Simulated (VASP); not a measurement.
# CdSe in VASP: further runs, part 2 of 2

VASP 6.6.1. Earlier steps stand in the parts before.

## (3) Single point, PBE (strained)

INCAR reads:

```
ALGO = Normal
EDIFF = 1E-7
ENCUT = 520
GGA = PE
ISIF = 2
ISMEAR = 0
LASPH = T
LCHARG = T
LELF = T
LREAL = F
LVHAR = T
LWAVE = F
NBANDS = 16
NELM = 100
PREC = Accurate
SIGMA = 0.05
```

KPOINTS reads:

```
k-points
0
Gamma
  10 10 10
```

POSCAR reads:

```
CdSe
1.0
    0.0000000000      3.2106439978      3.2106439978
    3.2106439978      0.0000000000      3.2106439978
    3.2106439978      3.2106439978      0.0000000000
Cd Se
1 1
Direct
    0.0000000000      0.0000000000      0.0000000000
    0.7500000000      0.7500000000      0.7500000000
```

Potentials or basis: VASP PAW PBE potentials, release 64 (Cd, Se).

Run with:

```
$ cat potpaw_PBE.64/Cd/POTCAR potpaw_PBE.64/Se/POTCAR > POTCAR
$ mpirun -np 1 vasp_std > vasp.out
```

OUTCAR:

```text
EDIFF = 1E-7
   ENCUT = 520
   GGA = PE
   ISIF = 2
   ISMEAR = 0
   LASPH = T
   LREAL = F
   NELM = 100
   PREC = Accurate

 ion  position               nearest neighbor table
   1  0.000  0.000  0.000-   2 2.78   2 2.78   2 2.78   2 2.78
   2  0.750  0.750  0.750-   1 2.78   1 2.78   1 2.78   1 2.78

  LATTYP: Found a face centered cubic cell.
 ALAT       =     6.4212879956

  Lattice vectors:

 A1 = (   0.0000000000,   3.2106439978,   3.2106439978)
 A2 = (   3.2106439978,   0.0000000000,   3.2106439978)
 A3 = (   3.2106439978,   3.2106439978,   0.0000000000)

Analysis of symmetry for initial positions (statically):
=====================================================================
 Subroutine PRICEL returns:
 Original cell was already a primitive cell.

 Routine SETGRP: Setting up the symmetry group for a
 face centered cubic supercell.

 Subroutine GETGRP returns: Found 24 space group operations
 (whereof 24 operations were pure point group operations)
 out of a pool of 48 trial point group operations.

The static configuration has the point symmetry T_d .

Analysis of symmetry for dynamics (positions and initial velocities):
=====================================================================
 Subroutine PRICEL returns:
 Original cell was already a primitive cell.

 Routine SETGRP: Setting up the symmetry group for a
 face centered cubic supercell.

 Subroutine GETGRP returns: Found 24 space group operations
 (whereof 24 operations were pure point group operations)
 out of a pool of 48 trial point group operations.

The dynamic configuration has the point symmetry T_d .

 Subroutine INISYM returns: Found 24 space group operations
 (whereof 24 operations are pure point group operations),
 and found     1 'primitive' translations

----------------------------------------------------------------------------------------

                                     Primitive cell

  volume of cell :      66.1921

  direct lattice vectors                    reciprocal lattice vectors
     0.000000000  3.210643998  3.210643998    -0.155731997  0.155731997  0.155731997
     3.210643998  0.000000000  3.210643998     0.155731997 -0.155731997  0.155731997
     3.210643998  3.210643998  0.000000000     0.155731997  0.155731997 -0.155731997

  length of vectors
     4.540536286  4.540536286  4.540536286     0.269735730  0.269735730  0.269735730

  position of ions in fractional coordinates (direct lattice)
     0.000000000  0.000000000  0.000000000
     0.750000000  0.750000000  0.750000000

  ion indices of the primitive-cell ions
   primitive index   ion index
                 1           1
                 2           2

----------------------------------------------------------------------------------------

 KPOINTS: k-points

Automatic generation of k-mesh.
 Grid dimensions read from file:
 generate k-points for:   10   10   10

 Generating k-lattice:

  Cartesian coordinates                     Fractional coordinates (reciprocal lattice)
    -0.015573200  0.015573200  0.015573200     0.100000000  0.000000000  0.000000000
     0.015573200 -0.015573200  0.015573200     0.000000000  0.100000000  0.000000000
     0.015573200  0.015573200 -0.015573200     0.000000000  0.000000000  0.100000000

  Length of vectors
     0.026973573  0.026973573  0.026973573

  Shift w.r.t. Gamma in fractional coordinates (k-lattice)
     0.000000000  0.000000000  0.000000000

 Subroutine IBZKPT returns following result:
 ===========================================

 Found     47 irreducible k-points:

 Following reciprocal coordinates:
            Coordinates               Weight
  0.000000  0.000000  0.000000      1.000000
  0.100000  0.000000  0.000000      8.000000
  0.200000  0.000000  0.000000      8.000000
  0.300000  0.000000  0.000000      8.000000
  0.400000  0.000000  0.000000      8.000000
  0.500000  0.000000  0.000000      4.000000
[... 16 lines left out ...]
  0.300000  0.300000  0.000000      6.000000
  0.400000  0.300000  0.000000     24.000000
 [... further k-points ...]
   k-points           NKPTS =     47   k-points in BZ     NKDIM =     47   number of bands    NBANDS=     16
   number of dos      NEDOS =    301   number of ions     NIONS =      2
   total plane-waves  NPLWV =  46656
   dimension x,y,z NGX =    36 NGY =   36 NGZ =   36
   dimension x,y,z NGXF=    72 NGYF=   72 NGZF=   72
   ions per type =               1   1
   NGX,Y,Z   is equivalent  to a cutoff of  13.18, 13.18, 13.18 a.u.
   NGXF,Y,Z  is equivalent  to a cutoff of  26.36, 26.36, 26.36 a.u.
 SYSTEM =  unknown system
   PREC   = accura    normal or accurate (medium, high low for compatibility)
   ISTART =      0    job   : 0-new  1-cont  2-samecut
   ICHARG =      2    charge: 1-file 2-atom 10-const
   ISPIN  =      1    spin polarized calculation?
   LNONCOLLINEAR =      F non collinear calculations
   LSORBIT =      F    spin-orbit coupling
   LASPH  =      T    aspherical Exc in radial PAW
   ENCUT  =  520.0 eV  38.22 Ry    6.18 a.u.   8.44  8.44  8.44*2*pi/ulx,y,z
   NELM   =    100;   NELMIN=  2; NELMDL= -5     # of ELM steps
   EDIFF  = 0.1E-06   stopping-criterion for ELM
   LREAL  =      F    real-space projection
   EDIFFG = 0.1E-05   stopping-criterion for IOM
   NSW    =      0    number of steps for IOM
   IBRION =     -1    ionic relax: 0-MD 1-quasi-New 2-CG
   NFREE  =      0    steps in history (QN), initial steepest desc. (CG)
   ISIF   =      2    stress and relaxation
   ISYM   =      2    0-nonsym 1-usesym 2-fastsym
   POTIM  = 0.5000    time-step for ionic-motion
   TEBEG  =    0.0;   TEEND  =   0.0 temperature during run
   PSTRESS=    0.0 pullay stress
   NELECT =      18.0000    total number of electrons
   NUPDOWN=      -1.0000    fix difference up-down
   EMIN   =  10.00;   EMAX   =-10.00  energy-range for DOS
   EFERMI =   0.00;   METHOD = LEGACY
   ISMEAR =     0;   SIGMA  =   0.05  broadening in eV -4-tet -1-fermi 0-gaus
   EFERMI_NEDOS =   21; number of points for ismear=-14 and -15
   IALGO  =     38    algorithm
   IMIX   =      4    mixing-type and parameters
     AMIX     =   0.40;   BMIX     =  1.00
     AMIX_MAG =   1.60;   BMIX_MAG =  1.00
  volume/ion in A,a.u.               =      33.10       223.34
  Fermi-wavevector in a.u.,A,eV,Ry     =   1.060629  2.004298 15.305656  1.124934
  Thomas-Fermi vector in A             =   2.196017
   LORBIT       =      0    0 simple, 1 ext, 2 COOP (PROOUT), +10 PAW based schemes
   GGA     = PE    functional components
   LHFCALC =     F    Hartree Fock is set to
   AEXX    =    0.0000 exact exchange contribution
   IVDW    =     0    specifies the selected vdW correction
   LEPSILON=     F    determine dielectric tensor
   LRPA    =     F    only Hartree local field effects (RPA)
 non-spin polarized calculation
 Gauss-broadening in eV      SIGMA  =   0.05
  energy-cutoff  :      520.00
  volume of cell :       66.19
 maximum number of plane-waves:      1807
 NGX is ok and might be reduce to    36
   NGX = 17   NGY = 17   NGZ = 17

 number of electron      17.9999994 magnetization

 Free energy of the ion-electron system (eV)
  ---------------------------------------------------
  ext. energy  EPLUGINS =         0.00000000
  ---------------------------------------------------
  free energy    TOTEN  =        -5.42155342 eV

  energy without entropy =       -5.42155336  energy(sigma->0) =       -5.42155339

 E-fermi :  -0.0752     XC(G=0):  -8.1673

 val. band max:       -0.2160958402   @ k =   0.0000   0.0000   0.0000
 cond. band min:       0.0561854659   @ k =   0.0000   0.0000   0.0000
 fundamental gap:      0.2722813061
 Fermi energy:        -0.0751936876

 k-point     1 :       0.0000    0.0000    0.0000
  band No.  band energies     occupation
      1     -12.0316      2.00000
      2      -7.7410      2.00000
      3      -7.7409      2.00000
      4      -7.7409      2.00000
      5      -7.5145      2.00000
      6      -7.5145      2.00000
[... 8 lines left out ...]
     15      10.4977      0.00000
     16      10.4977      0.00000
[... 419 lines left out ...]
 k-point    24 :       0.4000    0.3000    0.0000
  band No.  band energies     occupation
      1     -11.7703      2.00000
      2      -7.6333      2.00000
      3      -7.6229      2.00000
      4      -7.5813      2.00000
      5      -7.4876      2.00000
      6      -7.3890      2.00000
[... 8 lines left out ...]
     15      11.5787      0.00000
     16      12.4327      0.00000

 [... further k-points ...]

------------------------ aborting loop because EDIFF is reached ----------------------------------------

  FORCE on cell =-STRESS in cart. coord.  units (eV):
  Direction    XX          YY          ZZ          XY          YZ          ZX
  --------------------------------------------------------------------------------------
  -------------------------------------------------------------------------------------
  Total       -1.4776460     -1.4776460     -1.4776460      0.0000000      0.0000000      0.0000000
  in kB      -35.7663417    -35.7663417    -35.7663417      0.0000000      0.0000000      0.0000000
  external PRESSURE =     -35.7663417 kB  Pullay stress =       0.0000000 kB

 VOLUME and BASIS-vectors are now :
 -----------------------------------------------------------------------------
  energy-cutoff  :      520.00
  volume of cell :       66.19
      direct lattice vectors                 reciprocal lattice vectors
     0.000000000  3.210643998  3.210643998    -0.155731997  0.155731997  0.155731997
     3.210643998  0.000000000  3.210643998     0.155731997 -0.155731997  0.155731997
     3.210643998  3.210643998  0.000000000     0.155731997  0.155731997 -0.155731997

 POSITION                                       TOTAL-FORCE (eV/Angst)
 -----------------------------------------------------------------------------------
      0.00000      0.00000      0.00000        -0.000000     -0.000000     -0.000000
      4.81597      4.81597      4.81597         0.000000      0.000000      0.000000
 -----------------------------------------------------------------------------------
    total drift:                                0.000000      0.000000      0.000000

  FREE ENERGIE OF THE ION-ELECTRON SYSTEM (eV)
  ---------------------------------------------------
  free  energy   TOTEN  =        -5.4215534187 eV

  energy  without entropy=       -5.4215533602  energy(sigma->0) =       -5.42155339
```

stdout:

```text
POSCAR found type information on POSCAR CdSe
 POSCAR found :  2 types and       2 ions
 scaLAPACK will be used
 LDA part: xc-table for (Slater+PW92), standard interpolation
 POSCAR, INCAR and KPOINTS ok, starting setup
 FFT: planning ... GRIDC
 FFT: planning ... GRID_SOFT
 FFT: planning ... GRID
 WAVECAR not read
 entering main loop
```

Run time: 43 s. Hardware: 1 thread of Intel Xeon Platinum 8488C (Sapphire Rapids), shared host; peak memory 0.23 GiB.

What came out:

* Free energy: -5.4216 eV
* Pressure: -3.6 GPa
* Band gap on the k mesh: 0.27 eV

Levels at points of the mesh, in eV from the valence-band top:
| k point | band 7 | band 8 | band 9 | band 10 | band 11 | band 12 |
| --- | --- | --- | --- | --- | --- | --- |
| (0.00, 0.00, 0.00) | 0.00 | 0.00 | 0.00 | 0.27 | 5.88 | 5.88 |
| (0.50, 0.00, 0.00) | -3.54 | -0.55 | -0.55 | 2.16 | 6.36 | 6.36 |
| (0.50, 0.50, 0.00) | -3.40 | -1.36 | -1.36 | 3.39 | 3.51 | 8.42 |

Caveat: the cell differs from its parent crystal (strained); the cell stands under tension.

## (4) Single point, PBE (strained and its atoms moved)

INCAR reads:

```
PREC = Accurate
ENCUT = 520
EDIFF = 1E-6
ISMEAR = 0
SIGMA = 0.05
LREAL = F
LASPH = T
NELM = 60
ALGO = Normal
ISIF = 2
LWAVE = F
LCHARG = F
GGA = PE
NBANDS = 16
```

KPOINTS reads:

```
regular mesh
0
Gamma
  10 10 10
```

POSCAR reads:

```
CdSe
1.0
    0.0614054240      3.0164493445      3.0164493445
    3.0164493445      0.0614054240      3.0164493445
    3.0164493445      3.0164493445      0.0614054240
Cd Se
1 1
Direct
    0.0056413610      0.0056413610      0.0056413610
    0.7443586390      0.7443586390      0.7443586390
```

Run with:

```
$ cat potpaw_PBE.64/Cd/POTCAR potpaw_PBE.64/Se/POTCAR > POTCAR
$ mpirun -np 1 vasp_std > vasp.out
```

It took 44 s on 1 thread of Intel Xeon Platinum 8488C (Sapphire Rapids), shared host; peak memory 0.24 GiB.

Results (log left out):

- Free energy: -5.2948 eV
- Pressure: 7.7 GPa
- Largest force: 0.779 eV/Å
- Band gap on the k mesh: 0.77 eV

Forces in eV/Å, atoms in the order of the input:
```
Cd  -0.450 -0.450 -0.450
Se   0.450  0.450  0.450
```

Stress tensor (GPa, compression positive):
```
 7.73 -2.62 -2.62
-2.62  7.73 -2.62
-2.62 -2.62  7.73
```

Levels at points of the mesh, in eV from the valence-band top:
| k point | band 7 | band 8 | band 9 | band 10 | band 11 | band 12 |
| --- | --- | --- | --- | --- | --- | --- |
| (0.00, 0.00, 0.00) | -0.08 | 0.00 | 0.00 | 0.77 | 5.66 | 6.09 |
| (0.50, 0.00, 0.00) | -4.83 | -1.04 | -0.76 | 2.48 | 6.05 | 6.85 |
| (0.50, 0.50, 0.00) | -4.37 | -2.09 | -2.01 | 3.02 | 3.79 | 9.33 |
| (0.50, 0.50, 0.50) | -4.47 | -0.66 | -0.66 | 2.42 | 6.47 | 6.47 |

Caveat: the cell differs from its parent crystal (strained and its atoms moved); the cell stands under pressure.

## (5) Overview

```csv
cell,gap on the mesh (eV),pressure (GPa)
"a = 4.374 Å, angles 60.0°, 2 atoms, strained",0.50,0.5
"a = 4.541 Å, angles 60.0°, 2 atoms, strained",0.27,-3.6
"a = 4.266 Å, angles 58.7°, 2 atoms, strained and its atoms moved",0.77,7.7
```

Alike in all rows: task single point; level PBE; potentials or basis VASP PAW PBE potentials, release 64 (Cd, Se); no spin polarisation; k mesh 10 × 10 × 10; cutoff (eV) 520; smearing gaussian 0.05 eV.

Caveats: the cell stands under tension (at least some runs); the cell stands under pressure (at least some runs).

Absolute energies hang on the potentials; compare differences alone.
